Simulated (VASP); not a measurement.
# Si3N4 (P-43m) in VASP: a series of runs

The runs below take Si3N4 through single point, with PBE, PBEsol+D3(BJ), LDA, r2SCAN.

Program: VASP 6.6.1. These are calculated values, not measurements. Logs are shortened: lines on timing, memory, paths and dates and some standing lists are left out, and cuts for length are marked.

## 1. The cell of the first run

It takes space group P-43m (No. 215, cubic). Conventional cell: a = 4.131 Å, b = 4.131 Å, c = 4.131 Å, α = 90.00°, β = 90.00°, γ = 90.00°. Si (site symmetry -42m) has 4 N at 1.77 Å within 2.3 Å. N (site symmetry 3m) has 3 Si at 1.77 Å within 2.3 Å.

## 2. Single point, PBE

Contents of INCAR:

```
SYSTEM = Si3N4
ALGO = Normal
EDIFF = 1E-6
ENCUT = 520
GGA = PE
ISIF = 2
ISMEAR = -1
LASPH = .True.
LCHARG = .False.
LREAL = .False.
LWAVE = .False.
NBANDS = 25
NELM = 100
PREC = Accurate
SIGMA = 0.05
```

Contents of KPOINTS:

```
k-points
0
Gamma
  3 3 3
  0 0 0
```

Contents of POSCAR:

```
Si3N4
1.0
    4.1307800000      0.0000000000      0.0000000000
    0.0000000000      4.1307800000      0.0000000000
    0.0000000000      0.0000000000      4.1307800000
Si N
3 4
Direct
    0.0000000000      0.0000000000      0.5000000000
    0.5000000000      0.0000000000      0.0000000000
    0.0000000000      0.5000000000      0.0000000000
    0.2395200000      0.2395200000      0.7604800000
    0.7604800000      0.7604800000      0.7604800000
    0.2395200000      0.7604800000      0.2395200000
    0.7604800000      0.2395200000      0.2395200000
```

Potentials or basis: VASP PAW PBE potentials, release 64 (Si, N).

Launch:

```bash
cat potpaw_PBE.64/Si/POTCAR potpaw_PBE.64/N/POTCAR > POTCAR
mpirun -np 1 vasp_std > vasp.out
```

OUTCAR:

```text
SYSTEM = Si3N4
   EDIFF = 1E-6
   ENCUT = 520
   GGA = PE
   ISIF = 2
   ISMEAR = -1
   LASPH = .True.
   LREAL = .False.
   NELM = 100
   PREC = Accurate

 ion  position               nearest neighbor table
   1  0.000  0.000  0.500-   4 1.77   5 1.77   6 1.77   7 1.77   2 2.92   3 2.92   2 2.92   3 2.92
                             3 2.92   3 2.92   2 2.92   2 2.92
   2  0.500  0.000  0.000-   4 1.77   5 1.77   6 1.77   7 1.77   1 2.92   3 2.92   1 2.92   3 2.92
                             1 2.92   3 2.92   1 2.92   3 2.92
   3  0.000  0.500  0.000-   4 1.77   5 1.77   6 1.77   7 1.77   1 2.92   2 2.92   1 2.92   1 2.92
                             2 2.92   1 2.92   2 2.92   2 2.92
   4  0.240  0.240  0.760-   1 1.77   2 1.77   3 1.77
   5  0.760  0.760  0.760-   1 1.77   2 1.77   3 1.77
   6  0.240  0.760  0.240-   1 1.77   2 1.77   3 1.77
   7  0.760  0.240  0.240-   1 1.77   2 1.77   3 1.77

  LATTYP: Found a simple cubic cell.
 ALAT       =     4.1307800000

  Lattice vectors:

 A1 = (   4.1307800000,   0.0000000000,   0.0000000000)
 A2 = (   0.0000000000,   4.1307800000,   0.0000000000)
 A3 = (   0.0000000000,   0.0000000000,   4.1307800000)

Analysis of symmetry for initial positions (statically):
=====================================================================
 Subroutine PRICEL returns:
 Original cell was already a primitive cell.

 Routine SETGRP: Setting up the symmetry group for a
 simple cubic supercell.

 Subroutine GETGRP returns: Found 24 space group operations
 (whereof 24 operations were pure point group operations)
 out of a pool of 48 trial point group operations.

The static configuration has the point symmetry T_d .

Analysis of symmetry for dynamics (positions and initial velocities):
=====================================================================
 Subroutine PRICEL returns:
 Original cell was already a primitive cell.

 Routine SETGRP: Setting up the symmetry group for a
 simple cubic supercell.

 Subroutine GETGRP returns: Found 24 space group operations
 (whereof 24 operations were pure point group operations)
 out of a pool of 48 trial point group operations.

The dynamic configuration has the point symmetry T_d .

 Subroutine INISYM returns: Found 24 space group operations
 (whereof 24 operations are pure point group operations),
 and found     1 'primitive' translations

----------------------------------------------------------------------------------------

[... 86 lines left out ...]
   NFREE  =      0    steps in history (QN), initial steepest desc. (CG)
   ISIF   =      2    stress and relaxation
   ISYM   =      2    0-nonsym 1-usesym 2-fastsym
   POTIM  = 0.5000    time-step for ionic-motion
   TEBEG  =    0.0;   TEEND  =   0.0 temperature during run
   PSTRESS=    0.0 pullay stress
   NELECT =      32.0000    total number of electrons
   NUPDOWN=      -1.0000    fix difference up-down
   EMIN   =  10.00;   EMAX   =-10.00  energy-range for DOS
   EFERMI =   0.00;   METHOD = LEGACY
   ISMEAR =    -1;   SIGMA  =   0.05  broadening in eV -4-tet -1-fermi 0-gaus
   EFERMI_NEDOS =   21; number of points for ismear=-14 and -15
   IALGO  =     38    algorithm
   IMIX   =      4    mixing-type and parameters
     AMIX     =   0.40;   BMIX     =  1.00
     AMIX_MAG =   1.60;   BMIX_MAG =  1.00
  volume/ion in A,a.u.               =      10.07        67.95
  Fermi-wavevector in a.u.,A,eV,Ry     =   1.258228  2.377707 21.539904  1.583138
  Thomas-Fermi vector in A             =   2.391848
   LORBIT       =      0    0 simple, 1 ext, 2 COOP (PROOUT), +10 PAW based schemes
   GGA     = PE    functional components
   LHFCALC =     F    Hartree Fock is set to
   AEXX    =    0.0000 exact exchange contribution
   IVDW    =     0    specifies the selected vdW correction
   LEPSILON=     F    determine dielectric tensor
   LRPA    =     F    only Hartree local field effects (RPA)
 non-spin polarized calculation
  energy-cutoff  :      520.00
  volume of cell :       70.48
 maximum number of plane-waves:      1916
 NGX is ok and might be reduce to    32
   NGX = 15   NGY = 15   NGZ = 15

 number of electron      32.0000000 magnetization

 Free energy of the ion-electron system (eV)
  ---------------------------------------------------
  ext. energy  EPLUGINS =         0.00000000
  ---------------------------------------------------
  free energy    TOTEN  =       -55.54416884 eV

  energy without entropy =      -55.54416884  energy(sigma->0) =      -55.54416884

 E-fermi :   7.9792     XC(G=0): -11.1436

 val. band max:        6.7157830665   @ k =   0.3333   0.3333   0.3333
 cond. band min:       9.5462440282   @ k =   0.0000   0.0000   0.0000
 fundamental gap:      2.8304609617
 Fermi energy:         7.9792377383

 k-point     1 :       0.0000    0.0000    0.0000
  band No.  band energies     occupation
      1     -11.1610      2.00000
      2      -7.2922      2.00000
      3      -7.2922      2.00000
      4      -7.2922      2.00000
      5      -1.7989      2.00000
      6      -1.7989      2.00000
[... 101 lines left out ...]
     24      16.9492      0.00000
     25      17.0647      0.00000

------------------------ aborting loop because EDIFF is reached ----------------------------------------

  FORCE on cell =-STRESS in cart. coord.  units (eV):
  Direction    XX          YY          ZZ          XY          YZ          ZX
  --------------------------------------------------------------------------------------
  -------------------------------------------------------------------------------------
  Total       -0.1079418     -0.1079418     -0.1079418     -0.0000000      0.0000000      0.0000000
  in kB       -2.4536006     -2.4536006     -2.4536006     -0.0000000      0.0000000      0.0000000
  external PRESSURE =      -2.4536006 kB  Pullay stress =       0.0000000 kB

 VOLUME and BASIS-vectors are now :
 -----------------------------------------------------------------------------
  energy-cutoff  :      520.00
  volume of cell :       70.48
      direct lattice vectors                 reciprocal lattice vectors
     4.130780000  0.000000000  0.000000000     0.242085030  0.000000000  0.000000000
     0.000000000  4.130780000  0.000000000     0.000000000  0.242085030  0.000000000
     0.000000000  0.000000000  4.130780000     0.000000000  0.000000000  0.242085030

 POSITION                                       TOTAL-FORCE (eV/Angst)
 -----------------------------------------------------------------------------------
      0.00000      0.00000      2.06539        -0.000000      0.000000      0.000000
      2.06539      0.00000      0.00000        -0.000000      0.000000      0.000000
      0.00000      2.06539      0.00000        -0.000000     -0.000000     -0.000000
      0.98940      0.98940      3.14138        -0.014484     -0.014484      0.014484
      3.14138      3.14138      3.14138         0.014484      0.014484      0.014484
      0.98940      3.14138      0.98940        -0.014484      0.014484     -0.014484
      3.14138      0.98940      0.98940         0.014484     -0.014484     -0.014484
 -----------------------------------------------------------------------------------
    total drift:                                0.000000      0.000000      0.000000

  FREE ENERGIE OF THE ION-ELECTRON SYSTEM (eV)
  ---------------------------------------------------
  free  energy   TOTEN  =       -55.5441688400 eV

  energy  without entropy=      -55.5441688400  energy(sigma->0) =      -55.54416884
```

It took 8.4 s on 1 thread of Intel Xeon 8259CL, shared host; peak memory 0.16 GiB.

What came out:

- Free energy: -55.5442 eV
- Pressure: -0.2 GPa
- Largest force: 0.025 eV/Å
- Band gap on the k mesh: 2.83 eV (least direct gap 2.92 eV)

Forces in eV/Å, atoms in the order of the input:
```
Si   0.000  0.000  0.000
Si   0.000  0.000  0.000
Si   0.000  0.000  0.000
N   -0.014 -0.014  0.014
N    0.014  0.014  0.014
N   -0.014  0.014 -0.014
N    0.014 -0.014 -0.014
```

Caveat: the k points lie up to 0.51 Å⁻¹ apart; an odd mesh through Γ misses points on the zone boundary, where band edges can lie.

## 3. Single point, PBEsol+D3(BJ)

This run uses another cell than the first one, of 9.72 Å³/atom.

Contents of INCAR:

```
PREC = Accurate ; ENCUT = 520
EDIFF = 1E-7 ; ISMEAR = -1
SIGMA = 0.05 ; LREAL = F
LASPH = T ; NELM = 80
ALGO = Normal ; ISIF = 2
LWAVE = F ; LCHARG = F
GGA = PS ; IVDW = 12
NBANDS = 25
```

Contents of KPOINTS:

```
regular mesh
0
Gamma
  7 7 7
```

Contents of POSCAR:

```
Si3N4
1.0
    4.0824997261      0.0000000000      0.0000000000
    0.0000000000      4.0824997261      0.0000000000
    0.0000000000      0.0000000000      4.0824997261
Si N
3 4
Direct
    0.0000000000      0.0000000000      0.5000000000
    0.5000000000      0.0000000000      0.0000000000
    0.0000000000      0.5000000000      0.0000000000
    0.2413778181      0.2413778181      0.7586221819
    0.7586221819      0.7586221819      0.7586221819
    0.2413778181      0.7586221819      0.2413778181
    0.7586221819      0.2413778181      0.2413778181
```

Potentials or basis: VASP PAW PBE potentials, release 64 (Si, N).

Launch:

```bash
cat potpaw_PBE.64/Si/POTCAR potpaw_PBE.64/N/POTCAR > POTCAR
mpirun -np 1 vasp_std > vasp.out
```

Wall time 40 s (1 thread of Intel Xeon 8259CL, shared host); peak memory 0.19 GiB.

The run converged. Its results:

- Free energy: -60.0215 eV
- Pressure: 0.3 GPa
- Band gap on the k mesh: 2.60 eV (least direct gap 2.79 eV)
- Dispersion energy per atom: -0.214 eV

Forces in eV/Å, atoms in the order of the input:
```
Si   0.000  0.000  0.000
Si   0.000  0.000  0.000
Si   0.000  0.000  0.000
N    0.002  0.002 -0.002
N   -0.002 -0.002 -0.002
N    0.002 -0.002  0.002
N   -0.002  0.002  0.002
```

Levels at points of the mesh, in eV from the valence-band top:
| k point | band 12 | band 13 | band 14 | band 15 | band 16 | band 17 | band 18 | band 19 | band 20 | band 21 |
| --- | --- | --- | --- | --- | --- | --- | --- | --- | --- | --- |
| (0.00, 0.00, 0.00) | -3.31 | -3.31 | -0.19 | -0.19 | -0.19 | 2.60 | 2.60 | 2.60 | 4.55 | 6.89 |

Caveat: the PAW data sets were made with another functional, which shifts forces and pressure a little; an odd mesh through Γ misses points on the zone boundary, where band edges can lie.

## 4. Single point, LDA

Contents of INCAR:

```
SYSTEM = Si3N4
ALGO     = Normal         ! electronic algorithm
EDIFF    = 1E-6           ! SCF threshold, eV
ENCUT    = 520            ! plane-wave cutoff, eV
ISIF     = 2              ! what is computed and relaxed
ISMEAR   = -1             ! smearing method
LASPH    = .TRUE.         ! aspherical terms in the spheres
LCHARG   = .FALSE.        ! write CHGCAR
LREAL    = .FALSE.        ! projectors in reciprocal space
LWAVE    = .FALSE.        ! write WAVECAR
NBANDS   = 25             ! bands
NELM     = 100            ! most SCF steps
PREC     = Accurate       ! precision mode
SIGMA    = 0.05           ! smearing width, eV
```

Contents of KPOINTS:

```
k-points
0
G
  7 7 7
  0 0 0
```

Contents of POSCAR:

```
Si3N4
1.0
    4.1307800000      0.0000000000      0.0000000000
    0.0000000000      4.1307800000      0.0000000000
    0.0000000000      0.0000000000      4.1307800000
Si N
3 4
Direct
    0.0000000000      0.0000000000      0.5000000000
    0.5000000000      0.0000000000      0.0000000000
    0.0000000000      0.5000000000      0.0000000000
    0.2395200000      0.2395200000      0.7604800000
    0.7604800000      0.7604800000      0.7604800000
    0.2395200000      0.7604800000      0.2395200000
    0.7604800000      0.2395200000      0.2395200000
```

Potentials or basis: VASP PAW LDA potentials, release 64 (Si, N).

Launch:

```bash
cat potpaw_LDA.64/Si/POTCAR potpaw_LDA.64/N/POTCAR > POTCAR
mpirun -np 1 vasp_std > vasp.out
```

Run time: 27 s. Hardware: 1 thread of Intel Xeon 8259CL, shared host; peak memory 0.16 GiB.

It converged, with:

| Quantity | Value |
| --- | --- |
| Free energy | -61.4954 eV |
| Pressure | -8.8 GPa |
| Largest force | 0.294 eV/Å |
| Band gap on the k mesh | 2.61 eV (least direct gap 2.80 eV) |

Forces in eV/Å, atoms in the order of the input:
```
Si   0.000  0.000  0.000
Si   0.000  0.000  0.000
Si   0.000  0.000  0.000
N   -0.170 -0.170  0.170
N    0.170  0.170  0.170
N   -0.170  0.170 -0.170
N    0.170 -0.170 -0.170
```

Levels at points of the mesh, in eV from the valence-band top:
```
           k point  band 12  band 13  band 14  band 15  band 16  band 17  band 18  band 19  band 20  band 21
(0.00, 0.00, 0.00)    -3.34    -3.34    -0.18    -0.18    -0.18     2.61     2.61     2.61     4.23     6.62
```

Caveat: the cell stands under tension; an odd mesh through Γ misses points on the zone boundary, where band edges can lie.

## 5. Single point, r2SCAN

POSCAR is that of step 4.

Contents of INCAR.step1:

```
SYSTEM = Si3N4
PREC = Accurate
ENCUT = 520
ISMEAR = -1
SIGMA = 0.05
LREAL = .False.
LASPH = .True.
NELM = 80
NBANDS = 25
GGA = PE
ALGO = Normal
EDIFF = 1E-4
LWAVE = .True.
LCHARG = .False.
```

Contents of INCAR.step2:

```
SYSTEM = Si3N4
PREC = Accurate
ENCUT = 520
EDIFF = 1E-6
ISMEAR = -1
SIGMA = 0.05
LREAL = .False.
LASPH = .True.
NELM = 80
ALGO = Normal
ISIF = 2
LWAVE = .False.
LCHARG = .False.
METAGGA = R2SCAN
LMIXTAU = .True.
NBANDS = 25
ISTART = 1
```

Contents of KPOINTS:

```
Automatic mesh
0
Gamma
  7 7 7
  0 0 0
```

Potentials or basis: VASP PAW PBE potentials, release 64 (Si, N).

Launch:

```bash
cat potpaw_PBE.64/Si/POTCAR potpaw_PBE.64/N/POTCAR > POTCAR
cp INCAR.step1 INCAR
mpirun -np 1 vasp_std > vasp.out
cp INCAR.step2 INCAR
mpirun -np 1 vasp_std > vasp.out
```

Wall time 1.8 min (1 thread of Intel Xeon 8259CL, shared host); peak memory 0.19 GiB.

It converged, with:

* Free energy: -70.2408 eV
* Pressure: -5.9 GPa
* Largest force: 0.296 eV/Å
* Band gap on the k mesh: 3.29 eV (least direct gap 3.47 eV)

Forces in eV/Å, atoms in the order of the input:
```
Si   0.000  0.000  0.000
Si   0.000  0.000  0.000
Si   0.000  0.000  0.000
N   -0.171 -0.171  0.171
N    0.171  0.171  0.171
N   -0.171  0.171 -0.171
N    0.171 -0.171 -0.171
```

Levels at points of the mesh, in eV from the valence-band top:
```tsv
k point	band 12	band 13	band 14	band 15	band 16	band 17	band 18	band 19	band 20	band 21
(0.00, 0.00, 0.00)	-3.41	-3.41	-0.18	-0.18	-0.18	3.29	3.29	3.29	4.86	7.57
```

Caveat: the cell stands under tension; the PAW data sets were made with another functional, which shifts forces and pressure a little; an odd mesh through Γ misses points on the zone boundary, where band edges can lie.

## 6. The runs side by side

| level | potentials or basis | cell | k mesh | gap on the mesh (eV) | pressure (GPa) | largest force (eV/Å) |
| --- | --- | --- | --- | --- | --- | --- |
| PBE | VASP PAW PBE potentials, release 64 (Si, N) | a = 4.131 Å, 7 atoms, atomic positions A | 3 × 3 × 3 | 2.83 | -0.2 | 0.03 |
| PBEsol+D3(BJ) | VASP PAW PBE potentials, release 64 (Si, N) | a = 4.082 Å, 7 atoms, atomic positions B | 7 × 7 × 7 | 2.60 | 0.3 | - |
| LDA | VASP PAW LDA potentials, release 64 (Si, N) | a = 4.131 Å, 7 atoms, atomic positions A | 7 × 7 × 7 | 2.61 | -8.8 | 0.29 |
| r2SCAN | VASP PAW PBE potentials, release 64 (Si, N) | a = 4.131 Å, 7 atoms, atomic positions A | 7 × 7 × 7 | 3.29 | -5.9 | 0.30 |

Alike in all rows: task single point; no spin polarisation; cutoff (eV) 520; smearing fermi-dirac 0.05 eV.

Caveats: some runs use coarse meshes; an odd mesh through Γ misses points on the zone boundary, where band edges can lie; the PAW data sets were made with another functional, which shifts forces and pressure a little (at least some runs); the cell stands under tension (at least some runs).

Total energies depend on the potentials used, so only differences within one code and one set of settings carry meaning.
